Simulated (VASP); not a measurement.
TiB2:

```
CELL_PARAMETERS angstrom
3.03180 0.00000 0.00000
-1.51590 2.62562 0.00000
0.00000 0.00000 3.22423
ATOMIC_POSITIONS crystal
Ti 0.00000 0.00000 0.00000
B 0.33333 0.66667 0.50000
B 0.66667 0.33333 0.50000
```

```yaml
Program: VASP 6.6.1
Task: relaxation of cell and atoms
Functional: PBEsol
Potentials_or_basis: VASP PAW PBE potentials, release 64 (Ti_sv, B)
Cutoff: 600 eV
k_mesh: 18 × 18 × 14
Occupations: gaussian, width 0.1 eV
Spin: no spin polarisation
```

At the start: pressure -5.0 GPa; volume 8.56 Å³/atom.

How do energy, volume and symmetry change on relaxing?

Over 4 steps the energy falls by 3.0 meV/atom and the volume is 8.38 Å³/atom (-2.0 %); space group P6/mmm (No. 191, to 0.1 Å) before and after.

The path:
```tsv
step	energy change (eV)	largest force (eV/Å)	pressure (GPa)	volume (Å³)
1	0.0000	0.0000	-5.01	25.67
2	-0.0015	0.0000	5.17	24.69
3	-0.0086	0.0000	0.19	25.14
4	-0.0091	0.0000	0.01	25.14
```

Final structure:
```
Ti B
1.0
     3.01845    0.00000    0.00000
    -1.50922    2.61405    0.00000
     0.00000    0.00000    3.18663
Ti B
1 2
Direct
  0.00000 0.00000 0.00000
  0.33333 0.66667 0.50000
  0.66667 0.33333 0.50000
```

Caveat: the PAW data sets were made with another functional, which shifts forces and pressure a little.
